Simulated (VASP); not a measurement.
Runs of VASP 6.6.1 on Ag. The structure is that of space group R-3m (No. 166), or close to it. The cells are those of the table. 

```csv
task,cell,k mesh,gap on the mesh (eV),pressure (GPa)
relaxation of the atoms,"atoms relaxed from a = 7.123 Å, angles 23.9°, 3 atoms",9 × 9 × 9,none,-4.2
single point,"a = 7.149 Å, angles 23.1°, 3 atoms",10 × 10 × 10,none,(a)
single point,"a = 7.019 Å, angles 23.1°, 3 atoms",10 × 10 × 10,none,9.7
single point,"a = 6.811 Å, angles 23.1°, 3 atoms",10 × 10 × 10,none,29.5
single point,"a = 6.902 Å, angles 23.1°, 3 atoms",10 × 10 × 10,none,19.6
```

Alike in all rows: level PBEsol; potentials or basis VASP PAW PBE potentials, release 64 (Ag); no spin polarisation; cutoff (eV) 520; smearing fermi-dirac 0.05 eV.

Q: Fill in the values left out.

A: (a) 1.8.

Caveats: the PAW data sets were made with another functional, which shifts forces and pressure a little.

A k mesh can miss the band edges, and the runs leave out spin-orbit coupling on Ag.

A gap of «none» marks levels without a gap at the run's occupations.
